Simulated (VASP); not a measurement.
A run of VASP 6.6.1 is set up as follows.

INCAR

```
SYSTEM = TaN
ALGO = Normal
EDIFF = 1E-6
ENCUT = 520
GGA = PE
ISIF = 2
ISMEAR = 0
LASPH = .True.
LCHARG = .False.
LREAL = .False.
LWAVE = .False.
NBANDS = 15
NELM = 60
PREC = Accurate
SIGMA = 0.15
```

KPOINTS

```
k-points
0
Gamma
  8 8 8
  0 0 0
```

File POSCAR:

```
TaN
1.0
    0.0000000000      2.1753622637      2.1753622637
    2.1753622637      0.0000000000      2.1753622637
    2.1753622637      2.1753622637      0.0000000000
Ta N
1 1
Direct
    0.4944300000      0.5071800000      0.4927300000
    0.0264700000      0.9971200000      0.9852200000
```

Potentials or basis: VASP PAW PBE potentials, release 64 (Ta_pv, N).

The run is started by

```sh
$ cat potpaw_PBE.64/Ta_pv/POTCAR potpaw_PBE.64/N/POTCAR > POTCAR
$ mpirun -np 1 vasp_std > vasp.out
```

**Question.** Predict the band gap on the k mesh.

**Answer.** Zero (band 8 reaches 11.94 eV, above the bottom of band 9 at 7.82 eV).

**Question.** Estimate the largest force.

**Answer.** 0.862 eV/Å.

**Question.** Predict the pressure.

**Answer.** 19.1 GPa.

Forces on the atoms (eV/Å):
```
Ta  -0.400  0.571  0.507
N    0.400 -0.571 -0.507
```

Caveat: spin-orbit coupling is left out, which moves the levels of the heavy elements.
